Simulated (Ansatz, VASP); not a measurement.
**Si: VASP beside Ansatz**

The input INCAR:

```
SYSTEM = Si
PREC = Accurate
ENCUT = 520
EDIFF = 1E-8
ISMEAR = -1
SIGMA = 0.08
LREAL = .FALSE.
LASPH = .TRUE.
NELM = 60
ALGO = Normal
ISIF = 2
LWAVE = .FALSE.
LCHARG = .FALSE.
GGA = PE
LEFG = .TRUE.
NBANDS = 11
```

File KPOINTS:

```
Automatic mesh
0
G
  11 11 11
  0 0 0
```

POSCAR

```
Si
1.0
    0.0000000000      2.7154700000      2.7154700000
    2.7154700000      0.0000000000      2.7154700000
    2.7154700000      2.7154700000      0.0000000000
Si
2
Direct
    0.5000000000      0.5000000000      0.5000000000
    0.7500000000      0.7500000000      0.7500000000
```

Input for Ansatz:

```yaml
crystal:
  lattice:
    - [0.0, 2.71547, 2.71547]
    - [2.71547, 0.0, 2.71547]
    - [2.71547, 2.71547, 0.0]
  atoms:
    - { symbol: Si, position: [0.5, 0.5, 0.5] }
    - { symbol: Si, position: [0.75, 0.75, 0.75] }
kpoints:
  mp_grid: { grid: [11, 11, 11] }
  band_path:
    path:
      - [0.0, 0.0, 0.0]
      - [0.5, 0.0, 0.5]
      - [0.625, 0.25, 0.625]
      - [0.375, 0.375, 0.75]
      - [0.0, 0.0, 0.0]
      - [0.5, 0.5, 0.5]
      - [0.5, 0.25, 0.75]
      - [0.5, 0.0, 0.5]
    npoints: 14
scf:
  occupations: { method: fermi_dirac, width: 0.08 }
hamiltonian:
  xc: pbe
  pseudopotentials: { kind: paw }
output:
  forces: true
  stress: true
  eigenvalues: true
  efg: { contact_densities: true }
  populations: true
  bader: true
  dos: { projected: true, de: 0.2, e_range: [-14, 8] }
  write_density: true
  write_potential: true
  elf: true
  volumetric_format: npy
```

Alike in both runs: task electric field gradients; functional PBE; k mesh 11 × 11 × 11; occupations fermi-dirac, width 0.08 eV; no spin polarisation.

```csv
,VASP,Ansatz
version,VASP 6.6.1,Ansatz 0.2.0
potentials or method,"VASP PAW PBE potentials, release 64 (Si)","PAW with Ansatz's default frozen-core files, scalar-relativistic"
plane-wave cutoff (eV),520,420
valence electrons in the cell,8,8
```

```tsv
	VASP	Ansatz	Ansatz less VASP
pressure (GPa)	1.9	2.0	+0.08
```

The functional is the same, so the differences come from potentials, cutoffs and numerics.
